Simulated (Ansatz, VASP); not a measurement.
## One calculation of RbHg, two programs

The input INCAR:

```
ALGO = Normal ; EDIFF = 1E-7
EDIFFG = -0.04 ; ENCUT = 550
GGA = PE ; GGA_COMPAT = F
IBRION = 2 ; ISIF = 3
ISMEAR = 0 ; LASPH = T
LCHARG = F ; LREAL = F
LWAVE = F ; NELM = 120
NELMIN = 4 ; NSW = 90
PREC = Accurate ; SIGMA = 0.1
```

Contents of KPOINTS:

```
k-points
0
Gamma
  4 4 4
```

File POSCAR:

```
RbHg
1.0
    0.0000000000      3.3207344500      3.3207344500
    3.3207344500      0.0000000000      3.3207344500
    3.3207344500      3.3207344500      0.0000000000
Rb Hg
1 1
Direct
    0.7500000000      0.7500000000      0.7500000000
    0.0000000000      0.0000000000      0.0000000000
```

Input for Ansatz:

```yaml
crystal:
  lattice:
    - [0.0, 3.32073445, 3.32073445]
    - [3.32073445, 0.0, 3.32073445]
    - [3.32073445, 3.32073445, 0.0]
  atoms:
    - { symbol: Rb, position: [0.75, 0.75, 0.75] }
    - { symbol: Hg, position: [0.0, 0.0, 0.0] }
basis:
  ecutwfc: 420
kpoints:
  mp_grid: { grid: [4, 4, 4] }
hamiltonian:
  xc: pbe
scf:
  occupations: { method: gaussian, width: 0.1 }
  lower_state_search: "off"
output:
  forces: true
  stress: true
  eigenvalues: true
relax:
  adjacent_minimum: "off"
  f_tol: 0.04
  max_steps: 70
  cell: { stress_tol: 0.4 }
```

Change from the starting cell: species swapped into the GaP type (F-43m, No. 216).

Alike in both runs: task relaxation of cell and atoms; functional PBE; k mesh 4 × 4 × 4; occupations gaussian, width 0.1 eV; no spin polarisation.

|  | VASP | Ansatz |
| --- | --- | --- |
| version | VASP 6.6.1 | Ansatz 0.2.0 |
| potentials or method | VASP PAW PBE potentials, release 64 (Rb_sv, Hg_sv_GW), cutoff 550 eV | scalar-relativistic, plane waves, PAW |
| valence electrons in the cell | 29 | 29 |

|  | VASP | Ansatz | Ansatz less VASP |
| --- | --- | --- | --- |
| gap on the k mesh at the Fermi level, each at its own relaxed structure (eV) | none | none | - |
| relaxed volume (Å³/atom) | 69.44 | 69.84 | +0.395 |
| relaxed length of the cell vector where the two differ most in proportion (Å) | 5.813 | 5.824 | +0.0110 |

A gap of «none» marks a metal or a gap that the smearing closes.

The k mesh is coarse, so the values compare programs but aren't converged. Spin-orbit coupling is off throughout. Noted on VASP's run: the volume moved by over 15 % at a fixed basis, so the end points are rough.
